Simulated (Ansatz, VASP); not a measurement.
## One calculation of AlNi, two programs

```
CELL_PARAMETERS angstrom
2.88100 0.00000 0.00000
0.00000 2.88100 0.00000
0.00000 0.00000 2.88100
ATOMIC_POSITIONS crystal
Al 0.00000 0.00000 0.00000
Ni 0.50000 0.50000 0.50000
```

Alike in both runs: task relaxation of cell and atoms; functional PBEsol; k mesh 16 × 16 × 16; occupations fermi-dirac, width 0.05 eV; no spin polarisation.

|  | VASP | Ansatz |
| --- | --- | --- |
| version | VASP 6.6.1 | Ansatz 0.2.0 |
| potentials or method | VASP PAW PBE potentials, release 64 (Al, Ni) | PAW with Ansatz's default frozen-core files, scalar-relativistic |
| plane-wave cutoff (eV) | 600 | 420 |
| valence electrons in the cell | 13 | 21 |

Ansatz gave:

- relaxed volume (Å³/atom): 11.72
- relaxed length of the cell vector where the two differ most in proportion (Å): 2.862

Question: Which values does VASP return?

Answer: Relaxed volume (Å³/atom): 11.73; relaxed length of the cell vector where the two differ most in proportion (Å): 2.863.

VASP's potentials were made for PBE, not for PBEsol. VASP's potentials hold 13 valence electrons a cell and Ansatz's 21, so a difference there can come from the potentials and not from the codes.
